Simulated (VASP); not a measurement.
LuSb, 2 atoms in the cell. Symmetry: Fm-3m, No. 225, cubic system. The conventional cell has a = 6.080 Å, b = 6.080 Å, c = 6.080 Å, α = 90.00°, β = 90.00°, γ = 90.00°. Lu (site symmetry m-3m) has 6 Sb at 3.04 Å within 4.0 Å. Within 4.0 Å of Sb (site symmetry m-3m) lie 6 Lu at 3.04 Å. 

- Program: VASP 6.6.1
- Task: relaxation of cell and atoms
- Functional: r2SCAN
- Potentials or basis: VASP PAW PBE potentials, release 64 (Lu, Sb)
- Cutoff: 660 eV
- k mesh: 5 × 5 × 5
- Occupations: fermi-dirac, width 0.1 eV
- Spin: no spin polarisation
- Target pressure: 30 GPa
- Dipole correction: no
- Further INCAR settings: ALGO = Normal; EDIFF = 1e-07; IBRION = 2; EDIFFG = -0.03; NSW = 80; ISIF = 3

Potentials or basis: VASP PAW PBE potentials, release 64 (Lu, Sb).

Command:

```bash
$ cat potpaw_PBE.64/Lu/POTCAR potpaw_PBE.64/Sb/POTCAR > POTCAR
$ cp INCAR.step1 INCAR
$ mpirun -np 1 vasp_std > vasp.out
$ cp INCAR.step2 INCAR
$ mpirun -np 1 vasp_std > vasp.out
```

Hardware: 1 thread of AMD EPYC 9R45 96-Core Processor (Zen 5) (shared host).

How long does it take, and how much memory?

Wall time 5 min on 1 thread of AMD EPYC 9R45 96-Core Processor (Zen 5), with other jobs on the host, peak memory 0.24 GiB. Counts: k points 10, ion steps 5.
